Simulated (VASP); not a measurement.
# MoS2 (P6_3/mmc) in VASP: further runs

The runs below take MoS2 through single point, with revPBE+D3(BJ), revPBE+D4, PBE, r2SCAN.

All numbers are computed with VASP 6.6.1; they aren't measurements. Logs are shortened: lines on timing, memory, paths and dates and some standing lists are left out, and cuts for length are marked.

**Experimental background.**

From “Multiwavelength excitation Raman Scattering Analysis of bulk and 2 dimensional MoS2: Vibrational properties of atomically thin MoS2 layers”, 2015, arxiv:1506.03228, for a bulk crystal of MoS2 at 300 K: band gap 1.3 eV (indirect).

The runs below are set against these values where they give the same quantity.

## 1. The cell of the first run

The structure is hexagonal, space group P6_3/mmc (No. 194). The conventional cell has a = 3.128 Å, b = 3.128 Å, c = 11.722 Å, α = 90.00°, β = 90.00°, γ = 120.00°. Mo (site symmetry -6m2) has 6 S at 2.39 Å and 6 Mo at 3.13 Å within 3.2 Å. Within 3.3 Å of S (site symmetry 3m) lie 3 Mo at 2.39 Å and 10 S at 3.13 to 3.27 Å.

## 2. Single point, revPBE+D3(BJ)

File INCAR:

```
PREC     = Accurate       # precision mode
ENCUT    = 520            # plane-wave cutoff, eV
EDIFF    = 1E-7           # SCF threshold, eV
ISMEAR   = -1             # smearing method
SIGMA    = 0.05           # smearing width, eV
LREAL    = F              # projectors in reciprocal space
LASPH    = T              # aspherical terms in the spheres
NELM     = 100            # most SCF steps
ALGO     = Normal         # electronic algorithm
ISIF     = 2              # what is computed and relaxed
LWAVE    = F              # write WAVECAR
LCHARG   = T              # write CHGCAR
GGA      = RE             # functional
IVDW     = 12             # dispersion correction
LELF     = T              # ELF
LVHAR    = T            
NBANDS   = 35             # bands
```

File KPOINTS:

```
regular mesh
0
Gamma
  10 10 3
```

File POSCAR:

```
MoS2
1.0
    3.1279899181      0.0000000000      0.0000000000
   -1.5639949591      2.7089187319      0.0000000000
    0.0000000000      0.0000000000     11.7218365685
Mo S
2 4
Direct
    0.6666666667      0.3333333333      0.7500000000
    0.3333333333      0.6666666667      0.2500000000
    0.6666666667      0.3333333333      0.3838570941
    0.3333333333      0.6666666667      0.8838570941
    0.6666666667      0.3333333333      0.1161429059
    0.3333333333      0.6666666667      0.6161429059
```

Potentials or basis: VASP PAW PBE potentials, release 64 (Mo_sv, S).

Launch:

```sh
$ cat potpaw_PBE.64/Mo_sv/POTCAR potpaw_PBE.64/S/POTCAR > POTCAR
$ mpirun -np 1 vasp_std > vasp.out
```

OUTCAR:

```text
PREC = Accurate
   ENCUT = 520
   EDIFF = 1E-7
   ISMEAR = -1
   LREAL = F
   LASPH = T
   NELM = 100
   ISIF = 2
   GGA = RE
   IVDW = 12
 IVDW          = 12

 ion  position               nearest neighbor table
   1  0.667  0.333  0.750-   4 2.39   6 2.39   4 2.39   6 2.39   4 2.39   6 2.39
   2  0.333  0.667  0.250-   3 2.39   5 2.39   3 2.39   5 2.39   3 2.39   5 2.39
   3  0.667  0.333  0.384-   2 2.39   2 2.39   2 2.39
   4  0.333  0.667  0.884-   1 2.39   1 2.39   1 2.39
   5  0.667  0.333  0.116-   2 2.39   2 2.39   2 2.39
   6  0.333  0.667  0.616-   1 2.39   1 2.39   1 2.39

  LATTYP: Found a hexagonal cell.
 ALAT       =     3.1279899181
 C/A-ratio  =     3.7474022856

  Lattice vectors:

 A1 = (   3.1279899181,   0.0000000000,   0.0000000000)
 A2 = (  -1.5639949591,   2.7089187319,   0.0000000000)
 A3 = (   0.0000000000,   0.0000000000,  11.7218365685)

Analysis of symmetry for initial positions (statically):
=====================================================================
 Subroutine PRICEL returns:
 Original cell was already a primitive cell.

 Routine SETGRP: Setting up the symmetry group for a
 hexagonal supercell.

 Subroutine GETGRP returns: Found 24 space group operations
 (whereof 12 operations were pure point group operations)
 out of a pool of 24 trial point group operations.

The static configuration has the point symmetry D_3d.
 The point group associated with its full space group is D_6h.

Analysis of symmetry for dynamics (positions and initial velocities):
=====================================================================
 Subroutine PRICEL returns:
 Original cell was already a primitive cell.

 Routine SETGRP: Setting up the symmetry group for a
 hexagonal supercell.

 Subroutine GETGRP returns: Found 24 space group operations
 (whereof 12 operations were pure point group operations)
 out of a pool of 24 trial point group operations.

The dynamic configuration has the point symmetry D_3d.
 The point group associated with its full space group is D_6h.

 Subroutine INISYM returns: Found 24 space group operations
 (whereof 12 operations are pure point group operations),
 and found     1 'primitive' translations

----------------------------------------------------------------------------------------

                                     Primitive cell

  volume of cell :      99.3246

[... 96 lines left out ...]
   EDIFF  = 0.1E-06   stopping-criterion for ELM
   LREAL  =      F    real-space projection
   EDIFFG = 0.1E-05   stopping-criterion for IOM
   NSW    =      0    number of steps for IOM
   IBRION =     -1    ionic relax: 0-MD 1-quasi-New 2-CG
   NFREE  =      0    steps in history (QN), initial steepest desc. (CG)
   ISIF   =      2    stress and relaxation
   ISYM   =      2    0-nonsym 1-usesym 2-fastsym
   POTIM  = 0.5000    time-step for ionic-motion
   TEBEG  =    0.0;   TEEND  =   0.0 temperature during run
   PSTRESS=    0.0 pullay stress
   NELECT =      52.0000    total number of electrons
   NUPDOWN=      -1.0000    fix difference up-down
   EMIN   =  10.00;   EMAX   =-10.00  energy-range for DOS
   EFERMI =   0.00;   METHOD = LEGACY
   ISMEAR =    -1;   SIGMA  =   0.05  broadening in eV -4-tet -1-fermi 0-gaus
   EFERMI_NEDOS =   21; number of points for ismear=-14 and -15
   IALGO  =     38    algorithm
   IMIX   =      4    mixing-type and parameters
     AMIX     =   0.40;   BMIX     =  1.00
     AMIX_MAG =   1.60;   BMIX_MAG =  1.00
  volume/ion in A,a.u.               =      16.55       111.71
  Fermi-wavevector in a.u.,A,eV,Ry     =   1.319442  2.493384 23.686750  1.740927
  Thomas-Fermi vector in A             =   2.449340
   LORBIT       =      0    0 simple, 1 ext, 2 COOP (PROOUT), +10 PAW based schemes
   GGA     = RE    functional components
   LHFCALC =     F    Hartree Fock is set to
   AEXX    =    0.0000 exact exchange contribution
   IVDW    =    12    specifies the selected vdW correction
   LEPSILON=     F    determine dielectric tensor
   LRPA    =     F    only Hartree local field effects (RPA)
 non-spin polarized calculation
  energy-cutoff  :      520.00
  volume of cell :       99.32
 maximum number of plane-waves:      2696
 NGX is ok and might be reduce to    24
   NGX = 11   NGY = 11   NGZ = 43

 number of electron      52.0000003 magnetization

 Free energy of the ion-electron system (eV)
  ---------------------------------------------------
  ext. energy  EPLUGINS =         0.00000000
  ---------------------------------------------------
  free energy    TOTEN  =       -41.08024987 eV

  energy without entropy =      -41.08022968  energy(sigma->0) =      -41.08023978

 E-fermi :   9.0063     XC(G=0): -11.2161

 val. band max:        8.7146438968   @ k =   0.0000   0.0000   0.0000
 cond. band min:       9.3882169486   @ k =   0.2000   0.2000   0.0000
 fundamental gap:      0.6735730518
 Fermi energy:         9.0063435095

 k-point     1 :       0.0000    0.0000    0.0000
  band No.  band energies     occupation
      1     -52.9153      2.00000
      2     -52.9153      2.00000
      3     -27.0914      2.00000
      4     -27.0912      2.00000
      5     -26.8284      2.00000
      6     -26.8284      2.00000
[... 901 lines left out ...]
     34      12.5130      0.00000
     35      14.5910      0.00000

 [... further k-points ...]

------------------------ aborting loop because EDIFF is reached ----------------------------------------

 Edisp (eV)   -5.37425

 E8    (eV) :    -3.6334

  FORCE on cell =-STRESS in cart. coord.  units (eV):
  Direction    XX          YY          ZZ          XY          YZ          ZX
  --------------------------------------------------------------------------------------
  -------------------------------------------------------------------------------------
  Total      -0.12021    -0.12021    -0.16658     0.00000     0.00000     0.00000
  in kB      -1.93914    -1.93914    -2.68703     0.00000     0.00000     0.00000
  external pressure =       -2.19 kB  Pullay stress =        0.00 kB

 VOLUME and BASIS-vectors are now :
 -----------------------------------------------------------------------------
  energy-cutoff  :      520.00
  volume of cell :       99.32
      direct lattice vectors                 reciprocal lattice vectors
     3.127989918  0.000000000  0.000000000     0.319694125  0.184575489  0.000000000
    -1.563994959  2.708918732  0.000000000     0.000000000  0.369150978  0.000000000
     0.000000000  0.000000000 11.721836569     0.000000000  0.000000000  0.085310864

 POSITION                                       TOTAL-FORCE (eV/Angst)
 -----------------------------------------------------------------------------------
      1.56399      0.90297      8.79138         0.000000     -0.000000     -0.000000
     -0.00000      1.80595      2.93046         0.000000      0.000000     -0.000000
      1.56399      0.90297      4.49951        -0.000000     -0.000000     -0.023638
     -0.00000      1.80595     10.36043        -0.000000      0.000000     -0.023638
      1.56399      0.90297      1.36141        -0.000000     -0.000000      0.023638
     -0.00000      1.80595      7.22233         0.000000      0.000000      0.023638
 -----------------------------------------------------------------------------------
    total drift:                               -0.000000      0.000000     -0.000000

  FREE ENERGIE OF THE ION-ELECTRON SYSTEM (eV)
  ---------------------------------------------------
  free  energy   TOTEN  =       -46.4545035587 eV

  energy  without entropy=      -46.4544833750  energy(sigma->0) =      -46.45449347
```

OSZICAR:

```text
N       E                     dE             d eps       ncg     rms          rms(c)
DAV:   1     0.449509506748E+03    0.44951E+03   -0.29603E+04  2128   0.143E+03
DAV:   2    -0.207733062495E+02   -0.47028E+03   -0.45398E+03  2336   0.374E+02
DAV:   3    -0.433387812811E+02   -0.22565E+02   -0.22130E+02  2357   0.752E+01
DAV:   4    -0.437753079408E+02   -0.43653E+00   -0.43491E+00  2314   0.107E+01
DAV:   5    -0.437829869270E+02   -0.76790E-02   -0.76773E-02  2342   0.141E+00    0.358E+01
DAV:   6    -0.417753215337E+02    0.20077E+01   -0.11213E+01  2142   0.217E+01    0.136E+01
DAV:   7    -0.414589672959E+02    0.31635E+00   -0.55708E+00  2096   0.143E+01    0.863E+00
DAV:   8    -0.410755701012E+02    0.38340E+00   -0.94381E-01  2135   0.660E+00    0.323E+00
DAV:   9    -0.410897742591E+02   -0.14204E-01   -0.10125E-01  2262   0.161E+00    0.147E+00
DAV:  10    -0.410801115122E+02    0.96627E-02   -0.38303E-02  2177   0.131E+00    0.397E-01
DAV:  11    -0.410803375675E+02   -0.22606E-03   -0.21546E-03  2151   0.255E-01    0.193E-01
DAV:  12    -0.410802216817E+02    0.11589E-03   -0.36971E-04  2202   0.109E-01    0.108E-01
DAV:  13    -0.410802431716E+02   -0.21490E-04   -0.16987E-04  2202   0.659E-02    0.972E-03
DAV:  14    -0.410802486769E+02   -0.55053E-05   -0.14020E-05  2229   0.189E-02    0.151E-02
DAV:  15    -0.410802497831E+02   -0.11062E-05   -0.38495E-06  2121   0.960E-03    0.740E-03
DAV:  16    -0.410802498670E+02   -0.83906E-07   -0.66969E-07  2184   0.484E-03
   1 F= -.46454504E+02 E0= -.46454493E+02  d E =-.201837E-04
```

stdout:

```text
POSCAR found type information on POSCAR MoS
 POSCAR found :  2 types and       6 ions
 scaLAPACK will be used
 -----------------------------------------------------------------------------
|                                                                             |
|                                                                             |
|     You enforced a specific xc type in the INCAR file but a different       |
|     I HOPE YOU KNOW WHAT YOU ARE DOING!                                     |
|                                                                             |
 -----------------------------------------------------------------------------

 LDA part: xc-table for (Slater+PW92), standard interpolation
 POSCAR, INCAR and KPOINTS ok, starting setup
 FFT: planning ... GRIDC
 FFT: planning ... GRID_SOFT
 FFT: planning ... GRID
 WAVECAR not read
 entering main loop
```

Wall time 38 s (1 thread of Intel Xeon 6975P-C (Granite Rapids), shared host); peak memory 0.26 GiB.

Results:

- Free energy: -46.4545 eV
- Pressure: -0.2 GPa
- Largest force: 0.024 eV/Å
- Band gap on the k mesh: 0.67 eV (least direct gap 1.93 eV)
- Dispersion energy per atom: -0.896 eV

Forces in eV/Å, atoms in the order of the input:
```
Mo   0.000  0.000  0.000
Mo   0.000  0.000  0.000
S    0.000  0.000 -0.024
S    0.000  0.000 -0.024
S    0.000  0.000  0.024
S    0.000  0.000  0.024
```

Levels at points of the mesh, in eV from the valence-band top:
| k point | band 22 | band 23 | band 24 | band 25 | band 26 | band 27 | band 28 | band 29 | band 30 | band 31 |
| --- | --- | --- | --- | --- | --- | --- | --- | --- | --- | --- |
| (0.00, 0.00, 0.00) | -2.22 | -2.22 | -1.47 | -0.94 | 0.00 | 2.01 | 2.01 | 2.07 | 2.07 | 2.09 |
| (0.50, 0.00, 0.00) | -2.66 | -1.93 | -1.66 | -1.55 | -1.44 | 1.58 | 1.66 | 1.92 | 2.32 | 2.74 |

Caveat: the PAW data sets were made with another functional, which shifts forces and pressure a little; an odd mesh through Γ misses points on the zone boundary, where band edges can lie.

(Continued in part 2 of 2.)
